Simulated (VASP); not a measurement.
# SiC (P6_3mc) in VASP: notebook, part 2 of 2

VASP 6.6.1.

### Step 3. Single point, HSE06 (uniaxial z strain +3.0%)

File POSCAR:

```
SiC
1.0
    3.0753562455      0.0000000000      0.0000000000
   -1.5376781227      2.6633366343      0.0000000000
    0.0000000000      0.0000000000      5.1995513435
Si C
2 2
Direct
    0.3333333333      0.6666666667      0.0006052755
    0.6666666667      0.3333333333      0.5006052755
    0.3333333333      0.6666666667      0.3743947245
    0.6666666667      0.3333333333      0.8743947245
```

File INCAR.step1:

```
ALGO = Normal
EDIFF = 1E-5
ENCUT = 520
GGA = PE
ISIF = 2
ISMEAR = 0
LASPH = True
LCHARG = False
LREAL = False
LWAVE = True
NBANDS = 16
NELM = 60
PREC = Accurate
SIGMA = 0.01
```

File INCAR.step2:

```
ALGO = Normal
EDIFF = 1E-7
ENCUT = 520
GGA = PE
HFSCREEN = 0.2079
ISIF = 2
ISMEAR = 0
ISTART = 1
LASPH = True
LCHARG = False
LHFCALC = True
LREAL = False
LWAVE = False
NBANDS = 16
NELM = 60
PREC = Accurate
PRECFOCK = Normal
SIGMA = 0.01
```

File KPOINTS:

```
k-points
0
Gamma
  6 6 4
```

Potentials or basis: VASP PAW PBE potentials, release 64 (Si, C).

Run with:

```console
> cat potpaw_PBE.64/Si/POTCAR potpaw_PBE.64/C/POTCAR > POTCAR
> cp INCAR.step1 INCAR
> mpirun -np 1 vasp_std > vasp.out
> cp INCAR.step2 INCAR
> mpirun -np 1 vasp_std > vasp.out
```

OUTCAR:

```text
EDIFF = 1E-7
   ENCUT = 520
   GGA = PE
   HFSCREEN = 0.2079
   ISIF = 2
   ISMEAR = 0
   ISTART = 1
   LASPH = True
   LHFCALC = True
   LREAL = False
   NELM = 60
   PREC = Accurate
   PRECFOCK = Normal

 ion  position               nearest neighbor table
   1  0.333  0.667  0.001-   4 1.89   4 1.89   4 1.89   3 1.94   2 3.15   2 3.15   2 3.15   2 3.15
                             2 3.15   2 3.15
   2  0.667  0.333  0.501-   3 1.89   3 1.89   3 1.89   4 1.94   1 3.15   1 3.15   1 3.15   1 3.15
                             1 3.15   1 3.15
   3  0.333  0.667  0.374-   2 1.89   2 1.89   2 1.89   1 1.94
   4  0.667  0.333  0.874-   1 1.89   1 1.89   1 1.89   2 1.94

  LATTYP: Found a hexagonal cell.
 ALAT       =     3.0753562455
 C/A-ratio  =     1.6907151330

  Lattice vectors:

 A1 = (   3.0753562455,   0.0000000000,   0.0000000000)
 A2 = (  -1.5376781227,   2.6633366343,   0.0000000000)
 A3 = (   0.0000000000,   0.0000000000,   5.1995513435)

Analysis of symmetry for initial positions (statically):
=====================================================================
 Subroutine PRICEL returns:
 Original cell was already a primitive cell.

 Routine SETGRP: Setting up the symmetry group for a
 hexagonal supercell.

 Subroutine GETGRP returns: Found 12 space group operations
 (whereof  6 operations were pure point group operations)
 out of a pool of 24 trial point group operations.

The static configuration has the point symmetry C_3v.
 The point group associated with its full space group is C_6v.

Analysis of symmetry for dynamics (positions and initial velocities):
=====================================================================
 Subroutine PRICEL returns:
 Original cell was already a primitive cell.

 Routine SETGRP: Setting up the symmetry group for a
 hexagonal supercell.

[... 132 lines left out ...]
   PRECFOCK=normal    Normal, Fast or Accurate (Low or Medium for compatibility)
   ENCUT4O =  -1.0   cutoff for four orbital integrals eV
   NKREDX  =     1    reduce k-point grid by
   NKREDY  =     1    reduce k-point grid by
   NKREDZ  =     1    reduce k-point grid by
   AEXX    =    0.2500 exact exchange contribution
   HFSCREEN=    0.2079 screening length (either q_TF or 0.3 A-1)
   HFSCREENC=   0.2079 screening length for correlation (either q_TF or 0.3 A-1)
   ENCUTFOCK=  -1.0 apply spherical cutoff to Coloumb kernel
   IVDW    =     0    specifies the selected vdW correction
   LEPSILON=     F    determine dielectric tensor
   LRPA    =     F    only Hartree local field effects (RPA)
 non-spin polarized calculation
 Gauss-broadening in eV      SIGMA  =   0.01
  energy-cutoff  :      520.00
  volume of cell :       42.59
 maximum number of plane-waves:      1172
 NGX is ok and might be reduce to    24
  NGX = 18; NGY = 18; NGZ = 30

 number of electron      15.9999998 magnetization

 Free energy of the ion-electron system (eV)
  ---------------------------------------------------
  ext. energy  EPLUGINS =         0.00000000
  ---------------------------------------------------
  free energy    TOTEN  =       -34.75244612 eV

  energy without entropy =      -34.75244612  energy(sigma->0) =      -34.75244612

 E-fermi :   7.4609     XC(G=0):  -9.2559

 val. band max:        7.4086218789   @ k =   0.0000   0.0000   0.0000
 cond. band min:      10.4303853704   @ k =   0.3333   0.3333   0.0000
 fundamental gap:      3.0217634914
 Fermi energy:         7.4608735078

 k-point     1 :       0.0000    0.0000    0.0000
  band No.  band energies     occupation
      1      -9.5839      2.00000
      2      -6.0837      2.00000
      3      -2.0826      2.00000
      4       6.1075      2.00000
      5       6.1075      2.00000
      6       7.0596      2.00000
[... 376 lines left out ...]
      3      -0.9722      2.00000
      4      -0.9722      2.00000
      5       1.3355      2.00000
      6       1.3355      2.00000
[... 8 lines left out ...]
     15      20.3821      0.00000
     16      20.3821      0.00000

------------------------ aborting loop because EDIFF is reached ----------------------------------------

  FORCE on cell =-STRESS in cart. coord.  units (eV):
  Direction    XX          YY          ZZ          XY          YZ          ZX
  --------------------------------------------------------------------------------------
  -------------------------------------------------------------------------------------
  Total       -0.6935425     -0.6935425     -4.7478602     -0.0000000      0.0000000      0.0000000
  in kB      -26.0913332    -26.0913332   -178.6163226     -0.0000000      0.0000000      0.0000000
  external PRESSURE =     -76.9329964 kB  Pullay stress =       0.0000000 kB

 VOLUME and BASIS-vectors are now :
 -----------------------------------------------------------------------------
  energy-cutoff  :      520.00
  volume of cell :       42.59
      direct lattice vectors                 reciprocal lattice vectors
     3.075356246  0.000000000  0.000000000     0.325165581  0.187734436  0.000000000
    -1.537678123  2.663336634  0.000000000     0.000000000  0.375468871  0.000000000
     0.000000000  0.000000000  5.199551343     0.000000000  0.000000000  0.192324286

 POSITION                                       TOTAL-FORCE (eV/Angst)
 -----------------------------------------------------------------------------------
     -0.00000      1.77556      0.00315        -0.000000      0.000000     -0.008205
      1.53768      0.88778      2.60292         0.000000     -0.000000     -0.008205
     -0.00000      1.77556      1.94668        -0.000000     -0.000000      0.008205
      1.53768      0.88778      4.54646        -0.000000      0.000000      0.008205
 -----------------------------------------------------------------------------------
    total drift:                                0.000000      0.000000      0.000280

  FREE ENERGIE OF THE ION-ELECTRON SYSTEM (eV)
  ---------------------------------------------------
  free  energy   TOTEN  =       -34.7524461229 eV

  energy  without entropy=      -34.7524461229  energy(sigma->0) =      -34.75244612
```

OSZICAR.step1:

```text
N       E                     dE             d eps       ncg     rms          rms(c)
DAV:   1     0.266192972666E+02    0.26619E+02   -0.70116E+03   672   0.890E+02
DAV:   2    -0.309878813819E+02   -0.57607E+02   -0.52747E+02   968   0.158E+02
DAV:   3    -0.336155389852E+02   -0.26277E+01   -0.26179E+01   888   0.307E+01
DAV:   4    -0.336354619541E+02   -0.19923E-01   -0.19919E-01   792   0.331E+00
DAV:   5    -0.336356655248E+02   -0.20357E-03   -0.20356E-03   872   0.316E-01    0.121E+01
DAV:   6    -0.301286385991E+02    0.35070E+01   -0.63724E+00   832   0.154E+01    0.540E+00
DAV:   7    -0.300740087890E+02    0.54630E-01   -0.10358E+00   936   0.594E+00    0.243E+00
DAV:   8    -0.300575106919E+02    0.16498E-01   -0.44209E-02   752   0.136E+00    0.618E-01
DAV:   9    -0.300560198750E+02    0.14908E-02   -0.73354E-03   872   0.581E-01    0.126E-01
DAV:  10    -0.300563318828E+02   -0.31201E-03   -0.10455E-03   800   0.188E-01    0.582E-02
DAV:  11    -0.300563602518E+02   -0.28369E-04   -0.92939E-05   816   0.685E-02    0.141E-02
DAV:  12    -0.300563606966E+02   -0.44483E-06   -0.63053E-06   512   0.169E-02
   1 F= -.30056361E+02 E0= -.30056361E+02  d E =-.686328E-16
```

Wall time 36 min (1 thread of AMD EPYC 7R43 (Zen 3), shared host); peak memory 0.23 GiB.

What came out:

| Quantity | Value |
| --- | --- |
| Free energy | -34.7524 eV |
| Pressure | -7.7 GPa |
| Largest force | 0.008 eV/Å |
| Band gap on the k mesh | 3.02 eV (least direct gap 5.25 eV) |

Forces in eV/Å, atoms in the order of the input:
```
Si   0.000  0.000 -0.008
Si   0.000  0.000 -0.008
C    0.000  0.000  0.008
C    0.000  0.000  0.008
```

Stress tensor (GPa, compression positive):
```
 -2.61   0.00   0.00
  0.00  -2.61   0.00
  0.00   0.00 -17.86
```

Levels at points of the mesh, in eV from the valence-band top:
```
           k point  band 6  band 7  band 8  band 9  band 10  band 11
(0.00, 0.00, 0.00)   -0.35    0.00    0.00    6.13     6.52     7.89
(0.50, 0.00, 0.00)   -3.48   -3.48   -1.40    3.85     4.95     7.83
(0.00, 0.00, 0.50)   -0.70   -0.70   -0.70    7.15     7.15     8.61
(0.50, 0.00, 0.50)   -2.72   -2.61   -2.61    4.03     4.03     6.10
```

Caveat: the cell differs from its parent crystal (uniaxial z strain +3.0%); the cell stands under tension; the PAW data sets were made with another functional, which shifts forces and pressure a little.

### Step 4. Single point, HSE06 (strain +5.0%)

File POSCAR:

```
SiC
1.0
    3.2291240577      0.0000000000      0.0000000000
   -1.6145620289      2.7965034660      0.0000000000
    0.0000000000      0.0000000000      5.3005135055
Si C
2 2
Direct
    0.3333333333      0.6666666667     -0.0005783930
    0.6666666667      0.3333333333      0.4994216070
    0.3333333333      0.6666666667      0.3755783930
    0.6666666667      0.3333333333      0.8755783930
```

File INCAR.step1:

```
SYSTEM = SiC
PREC = Accurate ; ENCUT = 520
EDIFF = 1E-5 ; ISMEAR = 0
SIGMA = 0.01 ; LREAL = .False.
LASPH = .True. ; NELM = 60
ALGO = Normal ; ISIF = 2
LWAVE = .True. ; LCHARG = .False.
NBANDS = 16 ; GGA = PE
```

File INCAR.step2:

```
SYSTEM = SiC
PREC = Accurate ; ENCUT = 520
EDIFF = 1E-6 ; ISMEAR = 0
SIGMA = 0.01 ; LREAL = .False.
LASPH = .True. ; NELM = 60
ALGO = Normal ; ISIF = 2
LWAVE = .False. ; LCHARG = .False.
GGA = PE ; LHFCALC = .True.
HFSCREEN = 0.2079 ; PRECFOCK = Normal
NBANDS = 16 ; ISTART = 1
```

File KPOINTS:

```
Automatic mesh
0
Gamma
  6 6 4
  0 0 0
```

Run with:

```console
> cat potpaw_PBE.64/Si/POTCAR potpaw_PBE.64/C/POTCAR > POTCAR
> cp INCAR.step1 INCAR
> mpirun -np 1 vasp_std > vasp.out
> cp INCAR.step2 INCAR
> mpirun -np 1 vasp_std > vasp.out
```

It took 26 min on 1 thread of Intel Xeon Platinum 8375C at 2.90GHz (Ice Lake), shared host; peak memory 0.27 GiB.

The run converged. Its results:

```
Free energy            : -34.1954 eV
Pressure               : -26.5 GPa
Largest force          : 0.016 eV/Å
Band gap on the k mesh : 3.38 eV (least direct gap 4.69 eV)
```

Forces in eV/Å, atoms in the order of the input:
```
Si   0.000  0.000 -0.016
Si   0.000  0.000 -0.016
C    0.000  0.000  0.016
C    0.000  0.000  0.016
```

Stress tensor (GPa, compression positive):
```
-26.60   0.00   0.00
  0.00 -26.60   0.00
  0.00   0.00 -26.44
```

Levels at points of the mesh, in eV from the valence-band top:
| k point | band 4 | band 5 | band 6 | band 7 | band 8 | band 9 | band 10 | band 11 | band 12 | band 13 |
| --- | --- | --- | --- | --- | --- | --- | --- | --- | --- | --- |
| (0.00, 0.00, 0.00) | -1.38 | -1.38 | -0.09 | 0.00 | 0.00 | 4.69 | 5.78 | 7.00 | 7.00 | 7.85 |
| (0.50, 0.00, 0.00) | -6.58 | -5.37 | -3.33 | -3.09 | -1.27 | 3.45 | 5.05 | 6.93 | 7.76 | 10.15 |
| (0.00, 0.00, 0.50) | -4.58 | -0.75 | -0.75 | -0.75 | -0.75 | 5.79 | 5.79 | 7.79 | 7.79 | 7.79 |
| (0.50, 0.00, 0.50) | -8.39 | -2.47 | -2.47 | -2.37 | -2.37 | 3.87 | 3.87 | 5.73 | 5.73 | 10.80 |

Caveat: the cell differs from its parent crystal (strain +5.0%); the cell stands under tension; the PAW data sets were made with another functional, which shifts forces and pressure a little.

### Step 5. Overview

```csv
cell,gap on the mesh (eV),pressure (GPa),largest force (eV/Å)
"a = 3.045, b = 3.045, c = 5.057 Å, angles 90.0, 90.0, 120.0°, 4 atoms",3.04,2.8,0.01
"a = 3.075, b = 3.075, c = 5.200 Å, angles 90.0, 90.0, 120.0°, 4 atoms",3.02,-7.7,0.01
"a = 3.229, b = 3.229, c = 5.301 Å, angles 90.0, 90.0, 120.0°, 4 atoms",3.38,-26.5,0.02
```

Alike in all rows: task single point; level HSE06; potentials or basis VASP PAW PBE potentials, release 64 (Si, C); no spin polarisation; k mesh 6 × 6 × 4; cutoff (eV) 520; smearing gaussian 0.01 eV.

Caveats: the PAW data sets were made with another functional, which shifts forces and pressure a little; the cell stands under tension (at least some runs).

Absolute energies hang on the potentials; compare differences alone.
